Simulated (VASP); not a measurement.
TiO2:

```xyz
6
Lattice="4.6303 0.0000 0.0000 0.0000 4.6303 0.0000 0.0000 0.0000 2.9788" Properties=species:S:1:pos:R:3 pbc="T T T"
Ti    0.0000    0.0000    1.4894
Ti    2.3152    2.3152    0.0000
O     1.4091    1.4091    1.4894
O     0.9061    3.7242    0.0000
O     3.7242    0.9061    0.0000
O     3.2212    3.2212    1.4894
```

Base run:

| Quantity | Value |
| --- | --- |
| Program | VASP 6.6.1 |
| Functional | PBE |
| Potentials or basis | VASP PAW PBE potentials, release 64 (Ti_sv, O) |
| Cutoff | 520 eV |
| k mesh | 6 × 6 × 9 |
| Occupations | fermi-dirac, width 0.05 eV |
| Spin | no spin polarisation |

Its results: band gap on the k mesh 1.79 eV; pressure 0.2 GPa; largest force 0.070 eV/Å.

The run is repeated on the same cell with these changes: dispersion from none to D4. What comes out?

Band gap on the k mesh 1.79 eV; pressure -3.6 GPa; largest force 0.088 eV/Å.

Dispersion adds attraction, which lowers the pressure at fixed volume and, as a term added to the energy, leaves the levels alone.

Caveats: an odd mesh through Γ misses points on the zone boundary, where band edges can lie; the cell stands under tension (at least some runs).
